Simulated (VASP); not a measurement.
Write the native input for VASP 6.6.1 that does the following.

* Task: relaxation of cell and atoms
* Functional: r2SCAN
* Potentials or basis: VASP PAW PBE potentials, release 64 (Cu)
* Cutoff: 600 eV
* k mesh: 14 × 14 × 4
* Occupations: fermi-dirac, width 0.1 eV
* Spin: no spin polarisation
* Dipole correction: no
* Further INCAR settings: ALGO = Normal; EDIFF = 1e-07; IBRION = 2; EDIFFG = -0.01; NSW = 80; ISIF = 3

The system is Cu.

```
Cu
1.0
     2.55616    0.00000    0.00000
    -1.27808    2.21370    0.00000
     0.00000    0.00000    8.34842
Cu
4
Direct
  0.00000 0.00000 0.00000
  0.00000 0.00000 0.50000
  0.33333 0.66667 0.25000
  0.66667 0.33333 0.75000
```

This isn't the form of Cu at room conditions, which is fcc.

The input as run:

POSCAR

```
Cu
1.0
    2.5561591618      0.0000000000      0.0000000000
   -1.2780795809      2.2136987702      0.0000000000
    0.0000000000      0.0000000000      8.3484158223
Cu
4
Direct
    0.0000000000      0.0000000000      0.0000000000
    0.0000000000      0.0000000000      0.5000000000
    0.3333333333      0.6666666667      0.2500000000
    0.6666666667      0.3333333333      0.7500000000
```

INCAR.step1

```
SYSTEM = Cu
ALGO = Normal
EDIFF = 1E-4
ENCUT = 600
GGA = PE
ISMEAR = -1
LASPH = .TRUE.
LCHARG = .FALSE.
LREAL = .FALSE.
LWAVE = .TRUE.
NELM = 100
PREC = Accurate
SIGMA = 0.1
```

INCAR.step2

```
SYSTEM = Cu
ALGO = Normal
EDIFF = 1E-7
EDIFFG = -0.01
ENCUT = 600
IBRION = 2
ISIF = 3
ISMEAR = -1
ISTART = 1
LASPH = .TRUE.
LCHARG = .FALSE.
LMIXTAU = .TRUE.
LREAL = .FALSE.
LWAVE = .FALSE.
METAGGA = R2SCAN
NELM = 100
NSW = 80
PREC = Accurate
SIGMA = 0.1
```

KPOINTS

```
k-points
0
G
  14 14 4
  0 0 0
```

Potentials or basis: VASP PAW PBE potentials, release 64 (Cu).

Command:

```sh
$ cat potpaw_PBE.64/Cu/POTCAR > POTCAR
$ cp INCAR.step1 INCAR
$ mpirun -np 1 vasp_std > vasp.out
$ cp INCAR.step2 INCAR
$ mpirun -np 1 vasp_std > vasp.out
```

Results of the run:

The relaxed volume is 11.49 Å³/atom, the relaxed cell is a = 2.533 Å, b = 2.533 Å, c = 8.272 Å, α = 90.00°, β = 90.00°, γ = 120.00° and the space group after relaxing (to 0.1 Å) is P6_3/mmc (No. 194). The energy gained by relaxing is 4.0 meV/atom. The ionic steps are 4, the pressure after relaxing is 0.0 GPa and the band gap on the k mesh is zero (bands 22 and 23 overlap by 4.90 eV).

Caveat: the PAW data sets were made with another functional, which shifts forces and pressure a little.

Wall time 14 min on 1 thread of AMD EPYC 9R45 96-Core Processor (Zen 5), on a shared host, peak memory 0.2 GiB.
